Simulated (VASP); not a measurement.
# Si16Ge (a cell with a defect) in VASP: notebook, part 2 of 2

VASP 6.6.1. The steps go on from the part before.

**4. Single point, PBEsol**

Contents of INCAR:

```
PREC = Accurate
ENCUT = 520
EDIFF = 1E-6
ISMEAR = 0
SIGMA = 0.05
LREAL = Auto
LASPH = True
NELM = 100
ALGO = Normal
ISIF = 2
LWAVE = False
LCHARG = False
GGA = PS
NBANDS = 53
```

Contents of KPOINTS:

```
regular mesh
0
Gamma
  2 2 2
```

Contents of POSCAR:

```
Si16Ge
1.0
    0.0000000000      5.4300000000      5.4300000000
    5.4300000000      0.0000000000      5.4300000000
    5.4300000000      5.4300000000      0.0000000000
Si Ge
16 1
Direct
    0.0040094843      0.0040336096      0.0040540516
    0.1255026703      0.1257936464      0.1245846225
    0.0038794659      0.0039321363      0.4883107735
    0.1296408840      0.1297296501      0.6204016575
    0.0037421731      0.4893935543      0.0034690608
    0.1295946593      0.6208659300      0.1293289134
   -0.0022958564      0.5010971455      0.5006835175
    0.1295550645      0.6208907919      0.6204090239
    0.4891305709      0.0038558011      0.0035296501
    0.6207440147      0.1297018416      0.1293465930
    0.5010111418     -0.0022457643      0.5007011971
    0.6207611418      0.1296701657      0.6203985267
    0.5009435543      0.5010481584     -0.0024453959
    0.6208378453      0.6209569982      0.1291741252
    0.5009161142      0.5010220074      0.5005932781
    0.6251157459      0.6251829650      0.6249085635
    0.8757091160      0.8760744936      0.8744608656
```

Potentials or basis: VASP PAW PBE potentials, release 64 (Si, Ge_d).

On the command line:

```console
$ cat potpaw_PBE.64/Si/POTCAR potpaw_PBE.64/Ge_d/POTCAR > POTCAR
$ mpirun -np 1 vasp_std > vasp.out
```

OUTCAR:

```text
PREC = Accurate
   ENCUT = 520
   EDIFF = 1E-6
   ISMEAR = 0
   LREAL = Auto
   LASPH = True
   NELM = 100
   ISIF = 2
   GGA = PS

 ion  position               nearest neighbor table
   1  0.004  0.004  0.004-   2 2.28   6 2.40  10 2.40   4 2.41  17 2.42
   2  0.126  0.126  0.125-   5 2.28   9 2.28   3 2.28   1 2.28
   3  0.004  0.004  0.488-   2 2.28   8 2.40  12 2.40   4 2.41  17 2.42
   4  0.130  0.130  0.620-   7 2.33  11 2.33   3 2.41   1 2.41  17 2.76
   5  0.004  0.489  0.003-   2 2.28  14 2.40   8 2.40   6 2.40  17 2.42
   6  0.130  0.621  0.129-  13 2.33   7 2.33   1 2.40   5 2.40  17 2.76
   7  0.998  0.501  0.501-   6 2.33   4 2.33   8 2.33  16 2.34
[... 656 lines left out ...]
  in kB       47.2367459     47.2476107     47.1304911     -0.0788813     -0.0213856      0.0159144
  external PRESSURE =      47.2049492 kB  Pullay stress =       0.0000000 kB

 VOLUME and BASIS-vectors are now :
 -----------------------------------------------------------------------------
  energy-cutoff  :      520.00
  volume of cell :      320.21
      direct lattice vectors                 reciprocal lattice vectors
     0.000000000  5.430000000  5.430000000    -0.092081031  0.092081031  0.092081031
     5.430000000  0.000000000  5.430000000     0.092081031 -0.092081031  0.092081031
     5.430000000  5.430000000  0.000000000     0.092081031  0.092081031 -0.092081031

 POSITION                                       TOTAL-FORCE (eV/Angst)
 -----------------------------------------------------------------------------------
      0.04392      0.04378      0.04367         0.004036      0.000905      0.015141
      1.35955      1.35797      1.36454        -0.004684     -0.000967     -0.015132
      2.67288      2.67259      0.04242         0.006370      0.003756      0.011156
      4.07321      4.07273      1.40838        -0.001149     -0.000124     -0.015243
      2.67624      0.03916      2.67773         0.006513     -0.002754      0.014246
      4.07356      1.40595      4.07500        -0.000400     -0.006562     -0.002722
[... 9 lines left out ...]
      6.78800      6.78763      6.78912        -0.001566     -0.000531     -0.004981
      9.50541      9.50342      9.51219        -0.006985     -0.004158     -0.020925
 -----------------------------------------------------------------------------------
    total drift:                                0.001804      0.001103     -0.000022

  FREE ENERGIE OF THE ION-ELECTRON SYSTEM (eV)
  ---------------------------------------------------
  free  energy   TOTEN  =       -92.7871229203 eV

  energy  without entropy=      -92.7789678136  energy(sigma->0) =      -92.78304537
```

OSZICAR:

```text
N       E                     dE             d eps       ncg     rms          rms(c)
DAV:   1     0.395717780719E+03    0.39572E+03   -0.30009E+04  1047   0.159E+03
DAV:   2    -0.308565955225E+02   -0.42657E+03   -0.39638E+03   952   0.388E+02
DAV:   3    -0.913307872939E+02   -0.60474E+02   -0.57789E+02  1050   0.102E+02
DAV:   4    -0.945707515287E+02   -0.32400E+01   -0.31952E+01  1048   0.273E+01
DAV:   5    -0.946830165648E+02   -0.11227E+00   -0.11199E+00  1088   0.493E+00    0.147E+01
DAV:   6    -0.933529305448E+02    0.13301E+01   -0.77181E-01  1024   0.300E+00    0.875E+00
DAV:   7    -0.927862701737E+02    0.56666E+00   -0.12496E+00  1016   0.358E+00    0.598E-01
DAV:   8    -0.927865398125E+02   -0.26964E-03   -0.79569E-02  1040   0.140E+00    0.310E-01
DAV:   9    -0.927869127146E+02   -0.37290E-03   -0.36126E-03  1072   0.259E-01    0.186E-01
DAV:  10    -0.927870870770E+02   -0.17436E-03   -0.28811E-04  1240   0.108E-01    0.585E-02
DAV:  11    -0.927871225248E+02   -0.35448E-04   -0.70206E-05  1016   0.451E-02    0.145E-02
DAV:  12    -0.927871229203E+02   -0.39550E-06   -0.72423E-06  1104   0.130E-02
   1 F= -.92787123E+02 E0= -.92783045E+02  d E =-.815511E-02
```

Wall time 2 min (1 thread of Intel Xeon 6975P-C (Granite Rapids), shared host); peak memory 0.49 GiB.

What came out:

| Item | Value |
| --- | --- |
| Free energy | -92.7871 eV |
| Pressure | 4.7 GPa |
| Largest force | 0.022 eV/Å |
| Band gap on the k mesh | zero (bands 39 and 40 overlap by 0.31 eV) |

Forces in eV/Å, atoms in the order of the input:
```
Si   0.004  0.001  0.015
Si  -0.005 -0.001 -0.015
Si   0.006  0.004  0.011
Si  -0.001  0.000 -0.015
Si   0.007 -0.003  0.014
Si   0.000 -0.007 -0.003
Si  -0.004  0.005  0.006
Si   0.006 -0.001 -0.003
Si   0.000  0.004  0.015
Si  -0.008  0.000 -0.004
Si   0.005 -0.005  0.006
Si  -0.002  0.006 -0.003
Si   0.004  0.004 -0.002
Si   0.000  0.000  0.005
Si  -0.003 -0.003 -0.002
Si  -0.002 -0.001 -0.005
Ge  -0.007 -0.004 -0.021
```

Levels at points of the mesh, in eV from the Fermi level:
```
           k point  band 37  band 38  band 39  band 40  band 41  band 42
(0.00, 0.00, 0.00)    -0.72    -0.72    -0.24    -0.24    -0.23     0.00
(0.50, 0.00, 0.00)    -1.39    -1.38    -0.30     0.52     0.53     0.87
(0.00, 0.50, 0.00)    -1.39    -1.38    -0.30     0.52     0.53     0.87
(0.00, 0.00, 0.50)    -1.39    -1.38    -0.31     0.52     0.53     0.87
(0.50, 0.50, 0.50)    -1.39    -1.39    -0.31     0.53     0.53     0.86
(0.50, 0.50, 0.00)    -1.82    -1.26     0.08     0.81     1.06     1.07
(0.00, 0.50, 0.50)    -1.82    -1.26     0.07     0.81     1.06     1.07
(0.50, 0.00, 0.50)    -1.82    -1.26     0.07     0.81     1.06     1.07
```

Caveat: the k points lie up to 0.50 Å⁻¹ apart; the PAW data sets were made with another functional, which shifts forces and pressure a little.
